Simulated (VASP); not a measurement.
Runs of VASP 6.6.1 on ZnS. The structure is that of space group F-43m (No. 216), or close to it. The cells are those of the table. 

```tsv
task	cell	k mesh	cutoff (eV)	smearing	gap on the mesh (eV)	pressure (GPa)	relaxed volume (Å³/atom)
single point	a = 3.746 Å, angles 60.0°, 2 atoms	12 × 12 × 12	520	fermi-dirac 0.1 eV	2.16	(a)	-
relaxation of cell and atoms	relaxed from a = 3.821 Å, angles 60.0°, 2 atoms	12 × 12 × 12	600	fermi-dirac 0.1 eV	2.15	0.0	18.63
relaxation of cell and atoms	relaxed from a = 3.821 Å, angles 60.0°, 2 atoms	6 × 6 × 6, shifted	600	gaussian 0.01 eV	2.71	0.0	18.63
single point	a = 3.744 Å, angles 60.0°, 2 atoms	6 × 6 × 6, shifted	520	gaussian 0.01 eV	2.72	(b)	-
```

Alike in all rows: level LDA; potentials or basis VASP PAW LDA potentials, release 64 (Zn, S); no spin polarisation.

Question: Fill in the values left out.

Answer: (a) 0.3; (b) 0.2.

A k mesh can miss the band edges.
